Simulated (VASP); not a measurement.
## Ga: electric field gradients with PBEsol

The system is Ga.

```
CELL_PARAMETERS angstrom
2.25535 -3.82240 0.00000
2.25535 3.82240 0.00000
0.00000 0.00000 4.42637
ATOMIC_POSITIONS crystal
Ga 0.15250 0.84750 0.07850
Ga 0.65250 0.34750 0.42150
Ga 0.84750 0.15250 0.92150
Ga 0.34750 0.65250 0.57850
```

This cell differs from its parent crystal: zz strain of -2 %.

```yaml
Program: VASP 6.6.1
Task: electric field gradients
Functional: PBEsol
Potentials_or_basis: VASP PAW PBE potentials, release 64 (Ga_d)
Cutoff: 520 eV
k_mesh: 9 × 9 × 8
Occupations: fermi-dirac, width 0.05 eV
Spin: no spin polarisation
Dipole_correction: no
Further_INCAR_settings: ALGO = Normal; EDIFF = 1e-08; NBANDS = 34
```

| Quantity | Value |
| --- | --- |
| Pressure | 0.0 GPa |
| Largest force | 0.384 eV/Å |
| Band gap on the k mesh | zero (bands 26 and 27 overlap by 1.32 eV) |
| Largest electric field gradient by atom | Ga -52.5 V/Å² |

Forces in eV/Å, atoms in the order of the input:
```
Ga   0.000 -0.371  0.099
Ga   0.000 -0.371 -0.099
Ga   0.000  0.371 -0.099
Ga   0.000  0.371  0.099
```

Stress tensor (GPa, compression positive):
```
-0.56  0.00  0.00
 0.00  0.67  0.00
 0.00  0.00 -0.05
```

Levels at points of the mesh, in eV from the Fermi level:
```csv
k point,band 22,band 23,band 24,band 25,band 26,band 27,band 28,band 29,band 30,band 31
"(0.00, 0.00, 0.00)",-4.13,-3.55,-1.78,-1.68,-0.96,0.88,0.90,0.91,5.29,5.69
"(0.00, 0.00, 0.50)",-9.24,-0.15,-0.15,-0.05,-0.05,0.10,0.10,2.17,2.17,3.74
```

Electric field gradients, principal values (V/Å²):
```csv
atom,least,middle,greatest (by size)
1 Ga,19.945,32.525,-52.470
2 Ga,19.945,32.525,-52.470
3 Ga,19.945,32.525,-52.470
4 Ga,19.945,32.525,-52.470
```

Wall time 11 min on 1 thread of Oxide Virtual Turin-like Processor, with other jobs on the host, peak memory 0.33 GiB.

Caveat: the cell differs from its parent crystal (zz strain of -2 %); without QUAD_EFG the Cq values of the log hold for a quadrupole moment of 1 mb, not for the nuclei; the PAW data sets were made with another functional, which shifts forces and pressure a little.
